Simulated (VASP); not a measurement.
Write the native input for VASP 6.6.1 that does the following.

- Task: single point
- Functional: PBE
- Potentials or basis: VASP PAW PBE potentials, release 64 (In_d, Te, Co)
- Cutoff: 520 eV
- k mesh: 3 × 3 × 3
- Occupations: fermi-dirac, width 0.02 eV
- Spin: collinear spin, ferromagnetic start
- Starting moments: [0.0, 0.0, 0.0, 0.0, 0.0, 0.0, 0.0, 0.3] μB
- Hubbard terms: Co d U = 3.6 eV
- Dipole correction: no
- Further INCAR settings: ALGO = Normal; EDIFF = 1e-06; NBANDS = 50

The structure of In3CoTe4 (a cell with a defect) lies in POSCAR:

```
In3CoTe4
1.0
    6.1600000000      0.0000000000      0.0000000000
    0.0000000000      6.1600000000      0.0000000000
    0.0000000000      0.0000000000      6.1600000000
In Te Co
3 4 1
Direct
    0.0000000000      0.0000000000      0.0000000000
    0.5000000000      0.0000000000      0.5000000000
    0.5000000000      0.5000000000      0.0000000000
    0.5000000000      0.0000000000      0.0000000000
    0.5000000000      0.5000000000      0.5000000000
    0.0000000000      0.0000000000      0.5000000000
    0.0000000000      0.5000000000      0.0000000000
    0.0000000000      0.5000000000      0.5000000000
```

The input as run:

INCAR

```
SYSTEM = In3CoTe4
ALGO     = Normal         ! electronic algorithm
EDIFF    = 1E-6           ! SCF threshold, eV
ENCUT    = 520            ! plane-wave cutoff, eV
GGA      = PE             ! functional
ISIF     = 2              ! what is computed and relaxed
ISMEAR   = -1             ! smearing method
ISPIN    = 2              ! spin polarisation
LASPH    = .True.         ! aspherical terms in the spheres
LCHARG   = .False.        ! write CHGCAR
LDAU     = .True.         ! DFT+U
LDAUJ    = 0 0 0        
LDAUL    = -1 -1 2        ! shell
LDAUPRINT= 1            
LDAUTYPE = 2            
LDAUU    = 0 0 3.6        ! U, eV
LMAXMIX  = 4              ! l up to which the mixer works
LORBIT   = 11             ! projections on sites
LREAL    = .False.        ! projectors in reciprocal space
LWAVE    = .False.        ! write WAVECAR
MAGMOM   = 0 0 0 0 0 0 0 0.3 ! initial moments
NBANDS   = 50             ! bands
NELM     = 150            ! most SCF steps
PREC     = Accurate       ! precision mode
SIGMA    = 0.02           ! smearing width, eV
```

KPOINTS

```
k-points
0
Gamma
  3 3 3
  0 0 0
```

Potentials or basis: VASP PAW PBE potentials, release 64 (In_d, Te, Co).

Launch:

```bash
$ cat potpaw_PBE.64/In_d/POTCAR potpaw_PBE.64/Te/POTCAR potpaw_PBE.64/Co/POTCAR > POTCAR
$ mpirun -np 1 vasp_std > vasp.out
```

It gave:

| Quantity | Value |
| --- | --- |
| Pressure | -1.1 GPa |
| Band gap on the k mesh | zero (filled and empty bands overlap) |
| Net moment | 2.00 μB per cell |
| Site moments | In +0.01; Te +0.01, -0.01; Co +1.98 μB |
| Valence electrons inside the program's atomic spheres | In 11.28; Te 3.38, 3.36; Co 7.77 |

Caveat: spin-orbit coupling is left out, which moves the levels of the heavy elements; the U is typed as a test and isn't derived for this compound.

It took 110 s on 1 thread of Intel(R) Xeon(R) 6975P-C (Granite Rapids), with other jobs on the host, peak memory 0.42 GiB.
